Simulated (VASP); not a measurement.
ZnO: single point with r2SCAN

Crystal: ZnO.

```xyz
4
Lattice="3.1067 0.0000 0.0000 -1.5533 2.6905 0.0000 0.0000 0.0000 5.4132" Properties=species:S:1:pos:R:3 pbc="T T T"
Zn    0.0000    1.7936    0.0611
Zn    1.5533    0.8968    2.7677
O     0.0000    1.7936    2.0073
O     1.5533    0.8968    4.7139
```

```
Program                : VASP 6.6.1
Task                   : single point
Functional             : r2SCAN
Potentials or basis    : VASP PAW PBE potentials, release 64 (Zn, O)
Cutoff                 : 520 eV
k mesh                 : 9 × 9 × 5
Occupations            : gaussian, width 0.02 eV
Spin                   : no spin polarisation
Dipole correction      : no
Further INCAR settings : ALGO = Normal; EDIFF = 1e-07; NBANDS = 26
```

* Pressure: 7.4 GPa
* Largest force: 0.009 eV/Å
* Band gap on the k mesh: 1.17 eV, direct

Forces on the atoms (eV/Å):
```
Zn   0.000  0.000  0.009
Zn   0.000  0.000  0.009
O    0.000  0.000 -0.009
O    0.000  0.000 -0.009
```

Stress tensor (GPa, compression positive):
```
10.52  0.00  0.00
 0.00 10.52  0.00
 0.00  0.00  1.17
```

Levels at points of the mesh, in eV from the valence-band top:
| k point | band 15 | band 16 | band 17 | band 18 | band 19 | band 20 | band 21 | band 22 |
| --- | --- | --- | --- | --- | --- | --- | --- | --- |
| (0.00, 0.00, 0.00) | -0.85 | -0.21 | 0.00 | 0.00 | 1.17 | 6.40 | 8.32 | 13.80 |

Run time: 3.1 min on 1 thread of AMD EPYC 7R13 Processor (Zen 3), on a shared host, peak memory 0.15 GiB.

Caveat: the PAW data sets were made with another functional, which shifts forces and pressure a little. r2SCAN opens gaps a little over a GGA but as a rule still falls short of measured ones.
